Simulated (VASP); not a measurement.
# Mg in VASP: further runs

Mg is run at these levels: PBE; tasks: single point, relaxation of cell and atoms.

All numbers are computed with VASP 6.6.1; they aren't measurements. Logs are shortened: lines on timing, memory, paths and dates and some standing lists are left out, and cuts for length are marked.

## (1) The cell of the first run

The typed cell holds 2 atoms: a = 3.070 Å, b = 3.070 Å, c = 5.187 Å, α = 90.00°, β = 90.00°, γ = 110.63°.

## (2) Single point, PBE

Contents of INCAR:

```
SYSTEM = Mg
  PREC = Accurate
  ENCUT = 520
  EDIFF = 1E-6
  ISMEAR = 0
  SIGMA = 0.1
  LREAL = .False.
  LASPH = .True.
  NELM = 80
  ALGO = Normal
  ISIF = 2
  LWAVE = .False.
  LCHARG = .False.
  GGA = PE
  NBANDS = 9
```

Contents of KPOINTS:

```
regular mesh
0
Gamma
  6 6 4
  0 0 0
```

Contents of POSCAR:

```
Mg
1.0
    1.7468972210     -2.5240862186      0.0000000000
    1.7468972210      2.5240862186      0.0000000000
    0.0000000000      0.0000000000      5.1869373649
Mg
2
Direct
    0.7500000000      0.2500000000      0.2500560621
    0.2500000000      0.7500000000      0.7499439379
```

Potentials or basis: VASP PAW PBE potentials, release 64 (Mg).

Launch:

```console
$ cat potpaw_PBE.64/Mg/POTCAR > POTCAR
$ mpirun -np 1 vasp_std > vasp.out
```

OUTCAR:

```text
SYSTEM = Mg
   PREC = Accurate
   ENCUT = 520
   EDIFF = 1E-6
   ISMEAR = 0
   LREAL = .False.
   LASPH = .True.
   NELM = 80
   ISIF = 2
   GGA = PE

 ion  position               nearest neighbor table
   1  0.750  0.250  0.250-   2 3.13   2 3.13   2 3.13   2 3.13   2 3.62   2 3.62   2 3.62   2 3.62

   2  0.250  0.750  0.750-   1 3.13   1 3.13   1 3.13   1 3.13   1 3.62   1 3.62   1 3.62   1 3.62

  LATTYP: Found a base centered orthorhombic cell.
 ALAT       =     3.4937944420
 B/A-ratio  =     1.4448968080
 C/A-ratio  =     1.4846143501

  Lattice vectors:

 A1 = (   1.7468972210,  -2.5240862186,   0.0000000000)
 A2 = (   1.7468972210,   2.5240862186,   0.0000000000)
 A3 = (   0.0000000000,   0.0000000000,   5.1869373649)

Analysis of symmetry for initial positions (statically):
=====================================================================
 Subroutine PRICEL returns:
 Original cell was already a primitive cell.

 Routine SETGRP: Setting up the symmetry group for a
 base centered orthorhombic supercell.

 Subroutine GETGRP returns: Found  8 space group operations
 (whereof  4 operations were pure point group operations)
 out of a pool of  8 trial point group operations.

The static configuration has the point symmetry C_2h.
 The point group associated with its full space group is D_2h.

Analysis of symmetry for dynamics (positions and initial velocities):
=====================================================================
 Subroutine PRICEL returns:
 Original cell was already a primitive cell.

 Routine SETGRP: Setting up the symmetry group for a
 base centered orthorhombic supercell.

 Subroutine GETGRP returns: Found  8 space group operations
 (whereof  4 operations were pure point group operations)
 out of a pool of  8 trial point group operations.

The dynamic configuration has the point symmetry C_2h.
 The point group associated with its full space group is D_2h.

 Subroutine INISYM returns: Found  8 space group operations
 (whereof  4 operations are pure point group operations),
 and found     1 'primitive' translations

----------------------------------------------------------------------------------------

                                     Primitive cell

  volume of cell :      45.7417

  direct lattice vectors                    reciprocal lattice vectors
     1.746897221 -2.524086219  0.000000000     0.286221762 -0.198091490  0.000000000
     1.746897221  2.524086219  0.000000000     0.286221762  0.198091490  0.000000000
     0.000000000  0.000000000  5.186937365     0.000000000  0.000000000  0.192791995
[... 85 lines left out ...]
   LREAL  =      F    real-space projection
   EDIFFG = 0.1E-04   stopping-criterion for IOM
   NSW    =      0    number of steps for IOM
   IBRION =     -1    ionic relax: 0-MD 1-quasi-New 2-CG
   NFREE  =      0    steps in history (QN), initial steepest desc. (CG)
   ISIF   =      2    stress and relaxation
   ISYM   =      2    0-nonsym 1-usesym 2-fastsym
   POTIM  = 0.5000    time-step for ionic-motion
   TEBEG  =    0.0;   TEEND  =   0.0 temperature during run
   PSTRESS=    0.0 pullay stress
   NELECT =       4.0000    total number of electrons
   NUPDOWN=      -1.0000    fix difference up-down
   EMIN   =  10.00;   EMAX   =-10.00  energy-range for DOS
   EFERMI =   0.00;   METHOD = LEGACY
   ISMEAR =     0;   SIGMA  =   0.10  broadening in eV -4-tet -1-fermi 0-gaus
   EFERMI_NEDOS =   21; number of points for ismear=-14 and -15
   IALGO  =     38    algorithm
   IMIX   =      4    mixing-type and parameters
     AMIX     =   0.40;   BMIX     =  1.00
     AMIX_MAG =   1.60;   BMIX_MAG =  1.00
  volume/ion in A,a.u.               =      22.87       154.34
  Fermi-wavevector in a.u.,A,eV,Ry     =   0.726648  1.373165  7.184108  0.528017
  Thomas-Fermi vector in A             =   1.817674
   LORBIT       =      0    0 simple, 1 ext, 2 COOP (PROOUT), +10 PAW based schemes
   GGA     = PE    functional components
   LHFCALC =     F    Hartree Fock is set to
   AEXX    =    0.0000 exact exchange contribution
   IVDW    =     0    specifies the selected vdW correction
   LEPSILON=     F    determine dielectric tensor
   LRPA    =     F    only Hartree local field effects (RPA)
 non-spin polarized calculation
 Gauss-broadening in eV      SIGMA  =   0.10
  energy-cutoff  :      520.00
  volume of cell :       45.74
 maximum number of plane-waves:      1257
   NGX = 11   NGY = 11   NGZ = 19

 number of electron       4.0000000 magnetization

 Free energy of the ion-electron system (eV)
  ---------------------------------------------------
  ext. energy  EPLUGINS =         0.00000000
  ---------------------------------------------------
  free energy    TOTEN  =        -2.93362977 eV

  energy without entropy =       -2.92718184  energy(sigma->0) =       -2.93040580

 E-fermi :   2.8085     XC(G=0):  -8.5064

 val. band max:        2.7964332680   @ k =   0.5000   0.1667   0.2500
 cond. band min:       2.8322972615   @ k =   0.3333   0.0000   0.0000
 fundamental gap:      0.0358639934
 Fermi energy:         2.8084604814

 k-point     1 :       0.0000    0.0000    0.0000
  band No.  band energies     occupation
      1      -4.2917      2.00000
      2       0.9711      2.00000
      3       1.4020      2.00000
      4      11.7998      0.00000
      5      12.6303      0.00000
      6      13.4662      0.00000
      7      14.5923      0.00000
      8      15.1580      0.00000
      9      15.8295      0.00000
[... 265 lines left out ...]
 k-point    24 :       0.5000    0.3333    0.2500
  band No.  band energies     occupation
      1       0.3918      2.00000
      2       2.9800      0.01524
      3       4.1420      0.00000
      4       4.4794      0.00000
      5       6.7004      0.00000
      6       7.1980      0.00000
      7       8.6247      0.00000
      8      11.6387      0.00000
      9      12.3134      0.00000

 [... further k-points ...]
[... 5 lines left out ...]
  --------------------------------------------------------------------------------------
  -------------------------------------------------------------------------------------
  Total       -0.0227131     -0.0999623      0.0499256      0.0000000      0.0000000      0.0000000
  in kB       -0.7955621     -3.5013407      1.7487232      0.0000000      0.0000000      0.0000000
  external PRESSURE =      -0.8493932 kB  Pullay stress =       0.0000000 kB

 VOLUME and BASIS-vectors are now :
 -----------------------------------------------------------------------------
  energy-cutoff  :      520.00
  volume of cell :       45.74
      direct lattice vectors                 reciprocal lattice vectors
     1.746897221 -2.524086219  0.000000000     0.286221762 -0.198091490  0.000000000
     1.746897221  2.524086219  0.000000000     0.286221762  0.198091490  0.000000000
     0.000000000  0.000000000  5.186937365     0.000000000  0.000000000  0.192791995

 POSITION                                       TOTAL-FORCE (eV/Angst)
 -----------------------------------------------------------------------------------
      1.74690     -1.26204      1.29703        -0.000000      0.000000     -0.001725
      1.74690      1.26204      3.88991         0.000000      0.000000      0.001725
 -----------------------------------------------------------------------------------
    total drift:                               -0.000000     -0.000000     -0.000000

  FREE ENERGIE OF THE ION-ELECTRON SYSTEM (eV)
  ---------------------------------------------------
  free  energy   TOTEN  =        -2.9336297680 eV

  energy  without entropy=       -2.9271818362  energy(sigma->0) =       -2.93040580
```

Wall time 16 s (1 thread of AMD EPYC 7R43 (Zen 3), shared host); peak memory 0.12 GiB.

What came out:

```yaml
Free_energy: -2.9336 eV
Pressure: -0.1 GPa
Band_gap_on_the_k_mesh: zero (band 2 reaches 3.83 eV, above the bottom of band 3 at 1.40 eV)
```

Caveat: the k points lie up to 0.36 Å⁻¹ apart.

## (3) Relaxation of cell and atoms, PBE

This run uses another cell than the first one: it holds 1 atom, not 2.

Contents of INCAR:

```
SYSTEM = Mg
ALGO = Fast
EDIFF = 1E-6
EDIFFG = -0.01
ENCUT = 600
GGA = PE
IBRION = 2
ISIF = 3
ISMEAR = 0
LASPH = .TRUE.
LCHARG = .FALSE.
LREAL = .FALSE.
LWAVE = .FALSE.
NELM = 100
NSW = 100
PREC = Accurate
SIGMA = 0.1
```

Contents of KPOINTS:

```
k-points
0
G
  22 22 22
  0 0 0
```

Contents of POSCAR:

```
Mg
1.0
    0.0000000000      2.5240862186      2.5934686824
    1.7468972210      0.0000000000      2.5934686824
    1.7468972210      2.5240862186      0.0000000000
Mg
1
Direct
    0.5000000000      0.5000000000      0.5000000000
```

Potentials or basis: VASP PAW PBE potentials, release 64 (Mg).

Launch:

```console
$ cat potpaw_PBE.64/Mg/POTCAR > POTCAR
$ mpirun -np 1 vasp_std > vasp.out
```

OUTCAR:

```text
SYSTEM = Mg
   EDIFF = 1E-6
   EDIFFG = -0.01
   ENCUT = 600
   GGA = PE
   IBRION = 2
   ISIF = 3
   ISMEAR = 0
   LASPH = .TRUE.
   LREAL = .FALSE.
   NELM = 100
   NSW = 100
   PREC = Accurate

 ion  position               nearest neighbor table
   1  0.500  0.500  0.500-

  LATTYP: Found a face centered orthorhombic cell.
 ALAT       =     3.4937944420
 B/A-ratio  =     1.4448968080
 C/A-ratio  =     1.4846143501

  Lattice vectors:

 A1 = (   0.0000000000,   2.5240862186,   2.5934686824)
 A2 = (   1.7468972210,   0.0000000000,   2.5934686824)
 A3 = (   1.7468972210,   2.5240862186,   0.0000000000)

Analysis of symmetry for initial positions (statically):
[... 350 lines left out ...]

 number of electron       2.0000000 magnetization

 Free energy of the ion-electron system (eV)
  ---------------------------------------------------
  ext. energy  EPLUGINS =         0.00000000
  ---------------------------------------------------
  free energy    TOTEN  =        -1.47843502 eV

  energy without entropy =       -1.47600245  energy(sigma->0) =       -1.47721874

 E-fermi :   2.6905     XC(G=0):  -8.5028

 val. band max:        2.6815852902   @ k =   0.4091  -0.1364   0.3636
 cond. band min:       2.6906527398   @ k =   0.4091  -0.4545   0.0455
 fundamental gap:      0.0090674495
 Fermi energy:         2.6905216833

 k-point     1 :       0.0000    0.0000    0.0000
  band No.  band energies     occupation
      1      -4.2924      2.00000
      2      14.8142      0.00000
      3      16.2215      0.00000
      4      16.2286      0.00000
      5      16.9559      0.00000
[... 177 lines left out ...]
 k-point    24 :      -0.4545    0.0455    0.0000
  band No.  band energies     occupation
      1       1.0685      2.00000
      2       2.2375      2.00000
      3      10.3297      0.00000
      4      11.5841      0.00000
      5      12.8204      0.00000

 [... further k-points ...]
[... 5 lines left out ...]
  --------------------------------------------------------------------------------------
  -------------------------------------------------------------------------------------
  Total       -0.0037420     -0.0052558     -0.0000128      0.0000000      0.0000000      0.0000000
  in kB       -0.2619183     -0.3678766     -0.0008969      0.0000000      0.0000000      0.0000000
  external PRESSURE =      -0.2102306 kB  Pullay stress =       0.0000000 kB
[... 16 lines left out ...]
  FREE ENERGIE OF THE ION-ELECTRON SYSTEM (eV)
  ---------------------------------------------------
  free  energy   TOTEN  =        -1.4784350222 eV

  energy  without entropy=       -1.4760024548  energy(sigma->0) =       -1.47721874

 reached required accuracy - stopping structural energy minimisation
```

CONTCAR:

```text
Mg
   1.00000000000000
    -0.0000000000000003    2.5891946495400249    2.5874169711832486
     1.7083735307749459   -0.0000000000000001    2.5874169711832486
     1.7083735307749457    2.5891946495400249    0.0000000000000000
  Mg
     1
Direct
     0.5000000000000000    0.5000000000000000    0.5000000000000000

  0.00000000E+00  0.00000000E+00  0.00000000E+00
```

Wall time 15 min (1 thread of AMD EPYC 7R43 (Zen 3), shared host); peak memory 0.38 GiB.

Results:

```yaml
Free_energy: -1.4784 eV
Relaxed_volume: 22.89 Å³/atom
Relaxed_cell: a = 3.660 Å, b = 3.101 Å, c = 3.102 Å, α = 72.34°, β = 53.81°, γ = 53.85°
Space_group_after_relaxing_to_0.05_Å: I4/mmm (No. 139)
Energy_gained_by_relaxing: 1.8 meV/atom
Ionic_steps: 12
Pressure_after_relaxing: 0.0 GPa
Band_gap_on_the_k_mesh: zero (band 1 reaches 6.01 eV, above the bottom of band 2 at 1.43 eV)
```

The path:
| step | energy change (eV) | largest force (eV/Å) | pressure (GPa) | volume (Å³) |
| --- | --- | --- | --- | --- |
| 1 | 0.0000 | 0.0000 | 0.00 | 22.87 |
| 2 | -0.0008 | 0.0000 | -0.01 | 22.87 |
| 3 | -0.0014 | 0.0000 | -0.02 | 22.87 |
| 4 | -0.0014 | 0.0000 | -0.02 | 22.87 |
| 5 | -0.0015 | 0.0000 | 0.00 | 22.86 |
| 6 | -0.0016 | 0.0000 | 0.07 | 22.81 |
| 7 | -0.0017 | 0.0000 | 0.22 | 22.73 |
| 8 | -0.0017 | 0.0000 | 0.17 | 22.75 |
| 9 | -0.0017 | 0.0000 | 0.15 | 22.77 |
| 10 | -0.0018 | 0.0000 | 0.07 | 22.83 |
| 11 | -0.0018 | 0.0000 | -0.10 | 22.95 |
| 12 | -0.0018 | 0.0000 | -0.02 | 22.89 |

Final structure:
```
Mg
1.0
     0.00000    2.58919    2.58742
     1.70837    0.00000    2.58742
     1.70837    2.58919    0.00000
Mg
1
Cartesian
  1.7084 2.5892 2.5874
```
